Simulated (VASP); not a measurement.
A run of VASP 6.6.1 is set up as follows.

File INCAR:

```
SYSTEM = Al8As8H
ALGO = Normal ; EDIFF = 1E-6
ENCUT = 520 ; GGA = PS
ISIF = 2 ; ISMEAR = 0
LASPH = .TRUE. ; LCHARG = .TRUE.
LELF = .TRUE. ; LREAL = Auto
LVHAR = .TRUE. ; LWAVE = .FALSE.
NBANDS = 46 ; NELECT = 64.0
NELM = 80 ; PREC = Accurate
SIGMA = 0.02
```

Contents of KPOINTS:

```
k-points
0
G
  2 2 2
  0 0 0
```

File POSCAR:

```
Al8As8H
1.0
    0.0000000000      5.6758016010     -5.6758016010
    5.6758016010      5.6758016010      0.0000000000
    5.6758016010      0.0000000000     -5.6758016010
Al As H
8 8 1
Direct
    0.5038910274      0.0052634856      0.4910729261
    0.5087668145      0.5139414139      0.4895395744
   -0.0174073209      0.0517518970      0.4811839264
   -0.0067320887      0.4934291571      0.4950072602
    0.5103596291     -0.0039661358     -0.0029735007
    0.5002518058      0.4986948451     -0.0001811198
   -0.0042661815     -0.0113051873      0.0019583137
    0.0023933183      0.4711066714      0.0210694468
    0.1367372496      0.0984046905      0.1252301525
    0.1268160959      0.6157722284      0.1233253114
    0.6260062014      0.1268922085      0.1207045362
    0.6310092832      0.6231592907      0.1184205417
    0.1298661496      0.1202419584      0.6276460578
    0.1363276158      0.5713061745      0.6465470004
    0.6138501211      0.1389057538      0.6222475252
    0.6228462072      0.6335396747      0.6261142918
    0.9860997430      0.7904510791      0.6517633561
```

Potentials or basis: VASP PAW PBE potentials, release 64 (Al, As, H).

Command:

```bash
$ cat potpaw_PBE.64/Al/POTCAR potpaw_PBE.64/As/POTCAR potpaw_PBE.64/H/POTCAR > POTCAR
$ mpirun -np 1 vasp_std > vasp.out
```

(1) What does it give for the largest force?

Results:

(1) 0.066 eV/Å.

Caveat: the k points lie up to 0.48 Å⁻¹ apart; the cell carries a net charge on a neutralising background, which shifts energy and pressure; the PAW data sets were made with another functional, which shifts forces and pressure a little.
